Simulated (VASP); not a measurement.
# FeO (I4/mmm) in VASP: further runs

Runs on FeO. Level: PBE. Tasks: single point.

All numbers are computed with VASP 6.6.1; they aren't measurements. Logs are shortened: lines on timing, memory, paths and dates and some standing lists are left out, and cuts for length are marked.

**1. The cell of the first run**

Symmetry: I4/mmm, No. 139, tetragonal system. The conventional cell has a = 3.204 Å, b = 3.204 Å, c = 4.167 Å, α = 90.00°, β = 90.00°, γ = 90.00°. Fe (site symmetry 4/mmm) has 6 O at 2.08 to 2.27 Å within 2.8 Å. O (site symmetry 4/mmm) has 6 Fe at 2.08 to 2.27 Å within 2.8 Å.

**2. Single point, PBE, collinear spin, ferromagnetic start**

Contents of INCAR:

```
PREC = Accurate
ENCUT = 520
EDIFF = 1E-7
ISMEAR = -1
SIGMA = 0.05
LREAL = False
LASPH = True
NELM = 150
ALGO = Normal
ISIF = 2
LWAVE = False
LCHARG = True
ISPIN = 2
MAGMOM = 3 0
LORBIT = 11
NUPDOWN = 3.0
LMAXMIX = 4
GGA = PE
LELF = True
LVHAR = True
NBANDS = 18
```

Contents of KPOINTS:

```
regular mesh
0
Gamma
  10 10 10
```

Contents of POSCAR:

```
FeO
1.0
   -1.6021034130      1.6021034130      2.0833922500
    1.6021034130     -1.6021034130      2.0833922500
    1.6021034130      1.6021034130     -2.0833922500
Fe O
1 1
Direct
    0.0000000000      0.0000000000      0.0000000000
    0.5000000000      0.5000000000      0.0000000000
```

Potentials or basis: VASP PAW PBE potentials, release 64 (Fe, O).

Started as:

```
> cat potpaw_PBE.64/Fe/POTCAR potpaw_PBE.64/O/POTCAR > POTCAR
> mpirun -np 1 vasp_std > vasp.out
```

OUTCAR:

```text
PREC = Accurate
   ENCUT = 520
   EDIFF = 1E-7
   ISMEAR = -1
   LREAL = False
   LASPH = True
   NELM = 150
   ISIF = 2
   ISPIN = 2
   LORBIT = 11
   NUPDOWN = 3.0
   GGA = PE

 ion  position               nearest neighbor table
   1  0.000  0.000  0.000-   2 2.08   2 2.08   2 2.27   2 2.27   2 2.27   2 2.27
   2  0.500  0.500  0.000-   1 2.08   1 2.08   1 2.27   1 2.27   1 2.27   1 2.27

  LATTYP: Found a body centered tetragonal cell.
 ALAT       =     3.2042068260
 C/A-ratio  =     1.3004105934

  Lattice vectors:

 A1 = (  -1.6021034130,   1.6021034130,   2.0833922500)
 A2 = (   1.6021034130,  -1.6021034130,   2.0833922500)
 A3 = (   1.6021034130,   1.6021034130,  -2.0833922500)

Analysis of symmetry for initial positions (statically):
=====================================================================
 Subroutine PRICEL returns:
 Original cell was already a primitive cell.

 Routine SETGRP: Setting up the symmetry group for a
 body centered tetragonal supercell.

 Subroutine GETGRP returns: Found 16 space group operations
 (whereof 16 operations were pure point group operations)
 out of a pool of 16 trial point group operations.

The static configuration has the point symmetry D_4h.

Analysis of symmetry for dynamics (positions and initial velocities):
=====================================================================
 Subroutine PRICEL returns:
 Original cell was already a primitive cell.

 Routine SETGRP: Setting up the symmetry group for a
 body centered tetragonal supercell.

 Subroutine GETGRP returns: Found 16 space group operations
 (whereof 16 operations were pure point group operations)
 out of a pool of 16 trial point group operations.

The dynamic configuration has the point symmetry D_4h.

Analysis of structural, dynamic, and magnetic symmetry:
=====================================================================
 Subroutine PRICEL returns:
 Original cell was already a primitive cell.

 Routine SETGRP: Setting up the symmetry group for a
 body centered tetragonal supercell.

 Subroutine GETGRP returns: Found 16 space group operations
 (whereof 16 operations were pure point group operations)
 out of a pool of 16 trial point group operations.

The overall configuration has the point symmetry D_4h.

 Subroutine INISYM returns: Found 16 space group operations
 (whereof 16 operations are pure point group operations),
 and found     1 'primitive' translations

[... 115 lines left out ...]
  volume/ion in A,a.u.               =      10.70        72.17
  Fermi-wavevector in a.u.,A,eV,Ry     =   1.421391  2.686039 27.488551  2.020352
  Thomas-Fermi vector in A             =   2.542205
   LORBIT       =     11    0 simple, 1 ext, 2 COOP (PROOUT), +10 PAW based schemes
   GGA     = PE    functional components
   LHFCALC =     F    Hartree Fock is set to
   AEXX    =    0.0000 exact exchange contribution
   IVDW    =     0    specifies the selected vdW correction
   LEPSILON=     F    determine dielectric tensor
   LRPA    =     F    only Hartree local field effects (RPA)
 spin polarized calculation
  energy-cutoff  :      520.00
  volume of cell :       21.39
 maximum number of plane-waves:       588
   NGX = 11   NGY = 11   NGZ = 11

 number of electron      14.0000002 magnetization       3.0000002

 Free energy of the ion-electron system (eV)
  ---------------------------------------------------
  ext. energy  EPLUGINS =         0.00000000
  ---------------------------------------------------
  free energy    TOTEN  =       -14.47721555 eV

  energy without entropy =      -14.44767974  energy(sigma->0) =      -14.46244765

 E-fermi :   5.5638     XC(G=0): -11.8185

 val. band max:        5.5629692381   @ k =  -0.3000   0.2000  -0.0000
 cond. band min:       4.5163573731   @ k =   0.5000   0.2000   0.1000
 fundamental gap:     -1.0466118651
 Fermi energy:         4.5131835714

 spin component 1

 k-point     1 :       0.0000    0.0000    0.0000
  band No.  band energies     occupation
      1     -14.9267      1.00000
      2       1.5233      1.00000
      3       1.7730      1.00000
      4       1.7730      1.00000
      5       2.0968      1.00000
      6       2.0968      1.00000
[... 493 lines left out ...]
     17      31.5384      0.00000
     18      33.5931      0.00000

 [... further k-points ...]

 spin component 2

 k-point     1 :       0.0000    0.0000    0.0000
  band No.  band energies     occupation
      1     -14.7648      1.00000
      2       1.6086      1.00000
      3       1.9526      1.00000
      4       1.9526      1.00000
      5       4.6034      1.00000
      6       4.6037      1.00000
[... 493 lines left out ...]
     17      32.1239      0.00000
     18      34.1063      0.00000

 [... further k-points ...]

------------------------ aborting loop because EDIFF is reached ----------------------------------------

  FORCE on cell =-STRESS in cart. coord.  units (eV):
  Direction    XX          YY          ZZ          XY          YZ          ZX
  --------------------------------------------------------------------------------------
  -------------------------------------------------------------------------------------
  Total       -2.3108568     -2.3108568     -2.3852604      0.0000000      0.0000000      0.0000000
  in kB     -173.0898037   -173.0898037   -178.6628472      0.0000000      0.0000000      0.0000000
  external PRESSURE =    -174.9474849 kB  Pullay stress =       0.0000000 kB

 VOLUME and BASIS-vectors are now :
 -----------------------------------------------------------------------------
  energy-cutoff  :      520.00
  volume of cell :       21.39
      direct lattice vectors                 reciprocal lattice vectors
    -1.602103413  1.602103413  2.083392250     0.000000000  0.312089717  0.239993213
     1.602103413 -1.602103413  2.083392250     0.312089717  0.000000000  0.239993213
     1.602103413  1.602103413 -2.083392250     0.312089717  0.312089717  0.000000000

 POSITION                                       TOTAL-FORCE (eV/Angst)
 -----------------------------------------------------------------------------------
      0.00000      0.00000      0.00000         0.000000     -0.000000     -0.000000
      0.00000      0.00000      2.08339        -0.000000      0.000000      0.000000
 -----------------------------------------------------------------------------------
    total drift:                               -0.000000      0.000000     -0.000000

  FREE ENERGIE OF THE ION-ELECTRON SYSTEM (eV)
  ---------------------------------------------------
  free  energy   TOTEN  =       -14.4772155539 eV

  energy  without entropy=      -14.4476797410  energy(sigma->0) =      -14.46244765

 total charge

# of ion       s       p       d       tot
------------------------------------------
    1        0.266   0.309   6.144   6.719
    2        1.563   3.366   0.000   4.929
--------------------------------------------------
tot          1.829   3.675   6.144  11.648

 magnetization (x)

# of ion       s       p       d       tot
------------------------------------------
    1        0.025   0.016   2.840   2.880
    2        0.020   0.051   0.000   0.072
--------------------------------------------------
tot          0.045   0.067   2.840   2.952
```

stdout:

```text
POSCAR found type information on POSCAR FeO
 POSCAR found :  2 types and       2 ions
 scaLAPACK will be used
 LDA part: xc-table for (Slater+PW92), standard interpolation
 POSCAR, INCAR and KPOINTS ok, starting setup
 FFT: planning ... GRIDC
 FFT: planning ... GRID_SOFT
 FFT: planning ... GRID
 WAVECAR not read
 entering main loop
```

Run time: 2.2 min. Hardware: 1 thread of Intel Xeon 8259CL, shared host; peak memory 0.19 GiB.

Results:

```
Free energy                                           : -14.4772 eV
Pressure                                              : -17.5 GPa
Net moment                                            : 3.00 μB per cell
Site moments                                          : Fe +2.88; O +0.07 μB
Valence electrons inside the program's atomic spheres : Fe 6.72; O 4.93
```

Caveat: the cell stands under tension; the total moment is fixed, so each spin has its own Fermi level; a cell with one magnetic atom can't hold antiferromagnetic order, which such compounds often take.

**3. Single point, PBE, collinear spin, ferromagnetic start**

Contents of INCAR:

```
  PREC = Accurate
  ENCUT = 520
  EDIFF = 1E-6
  ISMEAR = -1
  SIGMA = 0.05
  LREAL = False
  LASPH = True
  NELM = 150
  ALGO = Normal
  ISIF = 2
  LWAVE = False
  LCHARG = False
  ISPIN = 2
  MAGMOM = 3.8 0
  LORBIT = 11
  NUPDOWN = 3.8
  LMAXMIX = 4
  GGA = PE
  NBANDS = 18
```

Contents of KPOINTS:

```
Automatic mesh
0
Gamma
  10 10 10
```

POSCAR is that of step 2.

Potentials or basis: VASP PAW PBE potentials, release 64 (Fe, O).

Started as:

```
> cat potpaw_PBE.64/Fe/POTCAR potpaw_PBE.64/O/POTCAR > POTCAR
> mpirun -np 1 vasp_std > vasp.out
```

Wall time 1.7 min (1 thread of Intel Xeon 8259CL, shared host); peak memory 0.19 GiB.

Results (log left out):

| Item | Value |
| --- | --- |
| Free energy | -14.8264 eV |
| Pressure | -10.9 GPa |
| Net moment | 3.80 μB per cell |
| Site moments | Fe +3.48; O +0.24 μB |
| Valence electrons inside the program's atomic spheres | Fe 6.67; O 4.96 |

Stress tensor (GPa, compression positive):
```
-11.70   0.00   0.00
  0.00 -11.70   0.00
  0.00   0.00  -9.40
```

Caveat: the cell stands under tension; the total moment is fixed, so each spin has its own Fermi level; a cell with one magnetic atom can't hold antiferromagnetic order, which such compounds often take.
